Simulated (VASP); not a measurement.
# BiO5 (I222) in VASP: single point with PBE

Aim: the single point of BiO5 with PBE.

Everything below comes from runs of VASP 6.6.1. Logs are shortened: lines on timing, memory, paths and dates and some standing lists are left out, and cuts for length are marked.

## (1) The cell of the first run

The structure is orthorhombic, space group I222 (No. 23). Conventional cell: a = 4.954 Å, b = 5.065 Å, c = 6.212 Å, α = 90.00°, β = 90.00°, γ = 90.00°. Bi (site symmetry 222) has 10 O at 2.45 to 3.11 Å within 3.2 Å. Within 2.2 Å of O (site symmetry 1) lie 1 O at 1.62 Å. Within 2.2 Å of O (site symmetry 222) lie 4 O at 1.62 Å.

The cell was built from a structure type or drawn by symmetry, and may not be a known phase.

## (2) Single point, PBE

Contents of INCAR:

```
SYSTEM = BiO5
  ALGO = Normal
  EDIFF = 1E-6
  ENCUT = 600
  GGA = PE
  GGA_COMPAT = .False.
  ISIF = 2
  ISMEAR = 0
  LASPH = .True.
  LCHARG = .True.
  LELF = .True.
  LREAL = .False.
  LVHAR = .True.
  LWAVE = .False.
  NBANDS = 32
  NELM = 120
  PREC = Accurate
  SIGMA = 0.2
```

Contents of KPOINTS:

```
k-points
0
Gamma
  5 5 5
  0 0 0
```

Contents of POSCAR:

```
BiO5
1.0
   -2.4769015896      3.1059595010      2.5324933532
    2.4769015896     -3.1059595010      2.5324933532
    2.4769015896      3.1059595010     -2.5324933532
Bi O
1 5
Direct
    0.5000000000      0.0000000000      0.5000000000
    1.0247601251     -0.0038346453      0.6591504676
    0.3370148872      0.3656096576      0.3408495324
   -0.0247601251      0.6343903424     -0.0285947704
    0.6629851128      1.0038346453      1.0285947704
    0.0000000000      0.0000000000      0.0000000000
```

Potentials or basis: VASP PAW PBE potentials, release 64 (Bi_d, O).

Run with:

```bash
> cat potpaw_PBE.64/Bi_d/POTCAR potpaw_PBE.64/O/POTCAR > POTCAR
> mpirun -np 1 vasp_std > vasp.out
```

OUTCAR:

```text
SYSTEM = BiO5
   EDIFF = 1E-6
   ENCUT = 600
   GGA = PE
   ISIF = 2
   ISMEAR = 0
   LASPH = .True.
   LREAL = .False.
   NELM = 120
   PREC = Accurate

 ion  position               nearest neighbor table
   1  0.500  0.000  0.500-   3 2.45   4 2.45   5 2.45   2 2.45   5 2.50   4 2.50   2 2.50   3 2.50

   2  0.025  0.996  0.659-   6 1.62   1 2.45   1 2.50
   3  0.337  0.366  0.341-   6 1.62   1 2.45   1 2.50
   4  0.975  0.634  0.971-   6 1.62   1 2.45   1 2.50
   5  0.663  0.004  0.029-   6 1.62   1 2.45   1 2.50
   6  0.000  0.000  0.000-   2 1.62   3 1.62   4 1.62   5 1.62

  LATTYP: Found a body centered orthorhombic cell.
 ALAT       =     4.9538031792
 B/A-ratio  =     1.0224440744
 C/A-ratio  =     1.2539696829

  Lattice vectors:

 A1 = (  -2.4769015896,  -3.1059595010,   2.5324933532)
 A2 = (   2.4769015896,  -3.1059595010,  -2.5324933532)
 A3 = (   2.4769015896,   3.1059595010,   2.5324933532)

Analysis of symmetry for initial positions (statically):
=====================================================================
 Subroutine PRICEL returns:
 Original cell was already a primitive cell.

 Routine SETGRP: Setting up the symmetry group for a
 body centered orthorhombic supercell.

 Subroutine GETGRP returns: Found  4 space group operations
 (whereof  4 operations were pure point group operations)
 out of a pool of  8 trial point group operations.

The static configuration has the point symmetry D_2 .

Analysis of symmetry for dynamics (positions and initial velocities):
=====================================================================
 Subroutine PRICEL returns:
 Original cell was already a primitive cell.

 Routine SETGRP: Setting up the symmetry group for a
 body centered orthorhombic supercell.

 Subroutine GETGRP returns: Found  4 space group operations
 (whereof  4 operations were pure point group operations)
 out of a pool of  8 trial point group operations.

The dynamic configuration has the point symmetry D_2 .

 Subroutine INISYM returns: Found  4 space group operations
 (whereof  4 operations are pure point group operations),
 and found     1 'primitive' translations

----------------------------------------------------------------------------------------

                                     Primitive cell

  volume of cell :      77.9315

  direct lattice vectors                    reciprocal lattice vectors
    -2.476901590  3.105959501  2.532493353     0.000000000  0.160980850  0.197433884
     2.476901590 -3.105959501  2.532493353     0.201865105  0.000000000  0.197433884
     2.476901590  3.105959501 -2.532493353     0.201865105  0.160980850  0.000000000

  length of vectors
     4.711215182  4.711215182  4.711215182     0.254744917  0.282364409  0.258194413

  position of ions in fractional coordinates (direct lattice)
     0.500000000  0.000000000  0.500000000
     0.024760125  0.996165355  0.659150468
     0.337014887  0.365609658  0.340849532
     0.975239875  0.634390342  0.971405230
     0.662985113  0.003834645  0.028594770
     0.000000000  0.000000000  0.000000000

  ion indices of the primitive-cell ions
   primitive index   ion index
                 1           1
                 2           2
                 3           3
                 4           4
                 5           5
                 6           6

----------------------------------------------------------------------------------------

 KPOINTS: k-points

Automatic generation of k-mesh.
 Grid dimensions read from file:
 generate k-points for:    5    5    5

 Generating k-lattice:

  Cartesian coordinates                     Fractional coordinates (reciprocal lattice)
     0.000000000  0.032196170  0.039486777     0.200000000  0.000000000 -0.000000000
     0.040373021  0.000000000  0.039486777     0.000000000  0.200000000 -0.000000000
     0.040373021  0.032196170  0.000000000     0.000000000  0.000000000  0.200000000

  Length of vectors
     0.050948983  0.056472882  0.051638883

  Shift w.r.t. Gamma in fractional coordinates (k-lattice)
     0.000000000  0.000000000  0.000000000

 Subroutine IBZKPT returns following result:
 ===========================================

 Found     27 irreducible k-points:

 Following reciprocal coordinates:
            Coordinates               Weight
  0.000000  0.000000  0.000000      1.000000
  0.200000  0.000000  0.000000      4.000000
  0.400000  0.000000  0.000000      4.000000
  0.000000  0.200000 -0.000000      4.000000
  0.200000  0.200000  0.000000      8.000000
  0.400000  0.200000  0.000000      8.000000
[... 16 lines left out ...]
 -0.400000 -0.200000  0.200000      4.000000
 -0.200000 -0.200000  0.200000      2.000000
 [... further k-points ...]
   k-points           NKPTS =     27   k-points in BZ     NKDIM =     27   number of bands    NBANDS=     32
   number of dos      NEDOS =    301   number of ions     NIONS =      6
   total plane-waves  NPLWV =  64000
   dimension x,y,z NGX =    40 NGY =   40 NGZ =   40
   dimension x,y,z NGXF=    80 NGYF=   80 NGZF=   80
   ions per type =               1   5
   NGX,Y,Z   is equivalent  to a cutoff of  14.11, 14.11, 14.11 a.u.
   NGXF,Y,Z  is equivalent  to a cutoff of  28.23, 28.23, 28.23 a.u.
 SYSTEM =  BiO5
   PREC   = accura    normal or accurate (medium, high low for compatibility)
   ISTART =      0    job   : 0-new  1-cont  2-samecut
   ICHARG =      2    charge: 1-file 2-atom 10-const
   ISPIN  =      1    spin polarized calculation?
   LNONCOLLINEAR =      F non collinear calculations
   LSORBIT =      F    spin-orbit coupling
   LASPH  =      T    aspherical Exc in radial PAW
   ENCUT  =  600.0 eV  44.10 Ry    6.64 a.u.   9.41  9.41  9.41*2*pi/ulx,y,z
   NELM   =    120;   NELMIN=  2; NELMDL= -5     # of ELM steps
   EDIFF  = 0.1E-05   stopping-criterion for ELM
   LREAL  =      F    real-space projection
   EDIFFG = 0.1E-04   stopping-criterion for IOM
   NSW    =      0    number of steps for IOM
   IBRION =     -1    ionic relax: 0-MD 1-quasi-New 2-CG
   NFREE  =      0    steps in history (QN), initial steepest desc. (CG)
   ISIF   =      2    stress and relaxation
   ISYM   =      2    0-nonsym 1-usesym 2-fastsym
   POTIM  = 0.5000    time-step for ionic-motion
   TEBEG  =    0.0;   TEEND  =   0.0 temperature during run
   PSTRESS=    0.0 pullay stress
   NELECT =      45.0000    total number of electrons
   NUPDOWN=      -1.0000    fix difference up-down
   EMIN   =  10.00;   EMAX   =-10.00  energy-range for DOS
   EFERMI =   0.00;   METHOD = LEGACY
   ISMEAR =     0;   SIGMA  =   0.20  broadening in eV -4-tet -1-fermi 0-gaus
   EFERMI_NEDOS =   21; number of points for ismear=-14 and -15
   IALGO  =     38    algorithm
   IMIX   =      4    mixing-type and parameters
     AMIX     =   0.40;   BMIX     =  1.00
     AMIX_MAG =   1.60;   BMIX_MAG =  1.00
  volume/ion in A,a.u.               =      12.99        87.65
  Fermi-wavevector in a.u.,A,eV,Ry     =   1.363248  2.576164 25.285663  1.858444
  Thomas-Fermi vector in A             =   2.489667
   LORBIT       =      0    0 simple, 1 ext, 2 COOP (PROOUT), +10 PAW based schemes
   GGA     = PE    functional components
   LHFCALC =     F    Hartree Fock is set to
   AEXX    =    0.0000 exact exchange contribution
   IVDW    =     0    specifies the selected vdW correction
   LEPSILON=     F    determine dielectric tensor
   LRPA    =     F    only Hartree local field effects (RPA)
 non-spin polarized calculation
 Gauss-broadening in eV      SIGMA  =   0.20
  energy-cutoff  :      600.00
  volume of cell :       77.93
 maximum number of plane-waves:      2616
 NGX is ok and might be reduce to    40
   NGX = 19   NGY = 19   NGZ = 19

 number of electron      44.9999996 magnetization

 Free energy of the ion-electron system (eV)
  ---------------------------------------------------
  ext. energy  EPLUGINS =         0.00000000
  ---------------------------------------------------
  free energy    TOTEN  =       -26.58457673 eV

  energy without entropy =      -26.50837730  energy(sigma->0) =      -26.54647701

 E-fermi :   3.3348     XC(G=0): -10.1824

 val. band max:        3.3316260340   @ k =   0.2000   0.4000   0.0000
 cond. band min:       3.4127090171   @ k =  -0.0000   0.4000   0.0000
 fundamental gap:      0.0810829831
 Fermi energy:         3.3348101774

 k-point     1 :       0.0000    0.0000    0.0000
  band No.  band energies     occupation
      1     -20.4481      2.00000
      2     -19.0542      2.00000
      3     -19.0286      2.00000
      4     -19.0251      2.00000
      5     -18.9884      2.00000
      6     -18.9568      2.00000
[... 24 lines left out ...]
     31      13.6113      0.00000
     32      16.3436      0.00000

 k-point     2 :       0.2000    0.0000    0.0000
  band No.  band energies     occupation
      1     -20.4102      2.00000
      2     -19.0544      2.00000
      3     -19.0163      2.00000
      4     -19.0143      2.00000
      5     -18.9891      2.00000
      6     -18.9670      2.00000
[... 24 lines left out ...]
     31      14.0294      0.00000
     32      16.4113      0.00000

 k-point     3 :       0.4000    0.0000    0.0000
  band No.  band energies     occupation
      1     -20.3464      2.00000
      2     -19.0511      2.00000
      3     -19.0087      2.00000
      4     -18.9949      2.00000
      5     -18.9874      2.00000
      6     -18.9804      2.00000
[... 24 lines left out ...]
     31      15.1905      0.00000
     32      16.4964      0.00000

 k-point     4 :       0.0000    0.2000   -0.0000
  band No.  band energies     occupation
      1     -20.4228      2.00000
      2     -19.0452      2.00000
      3     -19.0282      2.00000
      4     -19.0027      2.00000
      5     -18.9880      2.00000
      6     -18.9505      2.00000
[... 24 lines left out ...]
     31      14.1771      0.00000
     32      16.4743      0.00000

 k-point     5 :       0.2000    0.2000    0.0000
  band No.  band energies     occupation
      1     -20.3820      2.00000
      2     -19.0378      2.00000
      3     -19.0131      2.00000
      4     -18.9885      2.00000
      5     -18.9844      2.00000
      6     -18.9571      2.00000
[... 584 lines left out ...]
     31      13.7878      0.00000
     32      16.3378      0.00000

 k-point    22 :       0.4000   -0.2000    0.2000
  band No.  band energies     occupation
      1     -20.3343      2.00000
      2     -19.0390      2.00000
      3     -18.9962      2.00000
      4     -18.9912      2.00000
      5     -18.9876      2.00000
      6     -18.9702      2.00000
[... 24 lines left out ...]
     31      14.1781      0.00000
     32      16.2098      0.00000

 k-point    23 :      -0.4000   -0.2000    0.2000
  band No.  band energies     occupation
      1     -20.3513      2.00000
      2     -19.0413      2.00000
      3     -18.9915      2.00000
      4     -18.9901      2.00000
      5     -18.9808      2.00000
      6     -18.9443      2.00000
[... 24 lines left out ...]
     31      15.3872      0.00000
     32      16.0985      0.00000

 k-point    24 :      -0.2000   -0.2000    0.2000
  band No.  band energies     occupation
      1     -20.3974      2.00000
      2     -19.0500      2.00000
      3     -19.0029      2.00000
      4     -19.0011      2.00000
      5     -18.9887      2.00000
      6     -18.9428      2.00000
[... 24 lines left out ...]
     31      15.4387      0.00000
     32      16.1510      0.00000

 [... further k-points ...]

------------------------ aborting loop because EDIFF is reached ----------------------------------------

  FORCE on cell =-STRESS in cart. coord.  units (eV):
  Direction    XX          YY          ZZ          XY          YZ          ZX
  --------------------------------------------------------------------------------------
  -------------------------------------------------------------------------------------
  Total        0.0855636      0.1407491     -0.1202399      0.0000000      0.0000000      0.0000000
  in kB        1.7590854      2.8936326     -2.4719881      0.0000000      0.0000000      0.0000000
  external PRESSURE =       0.7269100 kB  Pullay stress =       0.0000000 kB

 VOLUME and BASIS-vectors are now :
 -----------------------------------------------------------------------------
  energy-cutoff  :      600.00
  volume of cell :       77.93
      direct lattice vectors                 reciprocal lattice vectors
    -2.476901590  3.105959501  2.532493353     0.000000000  0.160980850  0.197433884
     2.476901590 -3.105959501  2.532493353     0.201865105  0.000000000  0.197433884
     2.476901590  3.105959501 -2.532493353     0.201865105  0.160980850  0.000000000

 POSITION                                       TOTAL-FORCE (eV/Angst)
 -----------------------------------------------------------------------------------
      0.00000      3.10596      0.00000         0.000000      0.000000     -0.000000
      4.03873     -0.96985      0.91619        -0.008894      0.033579      0.014024
      0.91508      0.96985      0.91619         0.008894     -0.033579      0.014024
      1.56182      4.07581      1.61630        -0.008894     -0.033579     -0.014024
     -1.56182      2.13611      1.61630         0.008894      0.033579     -0.014024
      0.00000      0.00000      0.00000         0.000000      0.000000     -0.000000
 -----------------------------------------------------------------------------------
    total drift:                               -0.000002     -0.000001     -0.000002

  FREE ENERGIE OF THE ION-ELECTRON SYSTEM (eV)
  ---------------------------------------------------
  free  energy   TOTEN  =       -26.5845767276 eV

  energy  without entropy=      -26.5083773017  energy(sigma->0) =      -26.54647701
```

It took 44 s on 1 thread of Intel Xeon 6975P-C (Granite Rapids), shared host; peak memory 0.27 GiB.

Results:

```
Free energy            : -26.5846 eV
Pressure               : 0.1 GPa
Largest force          : 0.037 eV/Å
Band gap on the k mesh : zero (an odd number of electrons rules out a gap without spin polarisation)
```

Forces in eV/Å, atoms in the order of the input:
```
Bi   0.000  0.000  0.000
O   -0.009  0.034  0.014
O    0.009 -0.034  0.014
O   -0.009 -0.034 -0.014
O    0.009  0.034 -0.014
O    0.000  0.000  0.000
```

Stress tensor (GPa, compression positive):
```
 0.18  0.00  0.00
 0.00  0.29  0.00
 0.00  0.00 -0.25
```

Levels at points of the mesh, in eV from the Fermi level:
| k point | band 19 | band 20 | band 21 | band 22 | band 23 | band 24 | band 25 | band 26 | band 27 | band 28 |
| --- | --- | --- | --- | --- | --- | --- | --- | --- | --- | --- |
| (0.00, 0.00, 0.00) | -2.15 | -1.50 | -1.28 | -1.22 | 0.53 | 1.77 | 2.03 | 2.04 | 6.10 | 6.22 |

Caveat: spin-orbit coupling is left out, which moves the levels of the heavy elements; an odd number of electrons without spin polarisation forces a metal; a magnetic or distorted state may lie lower.
